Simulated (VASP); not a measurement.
A run of VASP 6.6.1 is set up as follows.

File INCAR:

```
SYSTEM = La
PREC     = Accurate       ! precision mode
ENCUT    = 520            ! plane-wave cutoff, eV
EDIFF    = 1E-6           ! SCF threshold, eV
ISMEAR   = -1             ! smearing method
SIGMA    = 0.1            ! smearing width, eV
LREAL    = .False.        ! projectors in reciprocal space
LASPH    = .True.         ! aspherical terms in the spheres
NELM     = 60             ! most SCF steps
ALGO     = Normal         ! electronic algorithm
ISIF     = 2              ! what is computed and relaxed
LWAVE    = .False.        ! write WAVECAR
LCHARG   = .True.         ! write CHGCAR
GGA      = PS             ! functional
LELF     = .True.         ! ELF
LVHAR    = .True.       
NBANDS   = 18             ! bands
```

Contents of KPOINTS:

```
regular mesh
0
Gamma
  10 10 5
  0 0 0
```

Contents of POSCAR:

```
La
1.0
    3.6600258742      0.0000000000      0.0000000000
   -1.8300129371      3.1696753856      0.0000000000
    0.0000000000      0.0000000000      5.9791033495
La
2
Direct
    0.3333333333      0.6666666667      0.2500000000
    0.6666666667      0.3333333333      0.7500000000
```

Potentials or basis: VASP PAW PBE potentials, release 64 (La).

The run is started by

```bash
$ cat potpaw_PBE.64/La/POTCAR > POTCAR
$ mpirun -np 1 vasp_std > vasp.out
```

Task: What does it give for the band gap on the k mesh?

Result: Zero (bands 11 and 12 overlap by 1.40 eV).

Task: Estimate the pressure.

Result: 0.1 GPa.

Stress tensor (GPa, compression positive):
```
0.04 0.00 0.00
0.00 0.04 0.00
0.00 0.00 0.12
```

Caveat: the PAW data sets were made with another functional, which shifts forces and pressure a little; spin-orbit coupling is left out, which moves the levels of the heavy elements.
